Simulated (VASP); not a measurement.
A run of VASP 6.6.1:

Contents of INCAR:

```
SYSTEM = Te2Mo
PREC = Accurate ; ENCUT = 520
EDIFF = 1E-6 ; ISMEAR = -1
SIGMA = 0.05 ; LREAL = .False.
LASPH = .True. ; NELM = 60
ALGO = Normal ; ISIF = 2
LWAVE = .False. ; LCHARG = .False.
GGA = PE ; NBANDS = 64
```

Contents of KPOINTS:

```
regular mesh
0
Gamma
  2 4 1
  0 0 0
```

Contents of POSCAR:

```
Te2Mo
1.0
    6.3300000000      0.0000000000      0.0000000000
    0.0000000000      3.4690000000      0.0000000000
   -0.9467947088      0.0000000000     13.8276237937
Te Mo
8 4
Direct
    0.9437000000      0.7500000000      0.6045000000
    0.0563000000      0.2500000000      0.3955000000
    0.9030000000      0.2500000000      0.8514000000
    0.0970000000      0.7500000000      0.1486000000
    0.4112000000      0.7500000000      0.8955000000
    0.5888000000      0.2500000000      0.1045000000
    0.4432000000      0.2500000000      0.6484000000
    0.5568000000      0.7500000000      0.3516000000
    0.8167000000      0.7500000000      0.9926000000
    0.1833000000      0.2500000000      0.0074000000
    0.6819000000      0.2500000000      0.4934000000
    0.3181000000      0.7500000000      0.5066000000
```

Potentials or basis: VASP PAW PBE potentials, release 64 (Te, Mo_sv).

Launch:

```console
$ cat potpaw_PBE.64/Te/POTCAR potpaw_PBE.64/Mo_sv/POTCAR > POTCAR
$ mpirun -np 1 vasp_std > vasp.out
```

Hardware: 1 thread of Intel(R) Xeon(R) 6975P-C (Granite Rapids), with other jobs on the host.

**Question.** Estimate the wall time of this run.

**Answer.** Wall time 100 s on 1 thread of Intel(R) Xeon(R) 6975P-C (Granite Rapids), with other jobs on the host, peak memory 0.41 GiB. Counts: scf iterations 20, k points 6.
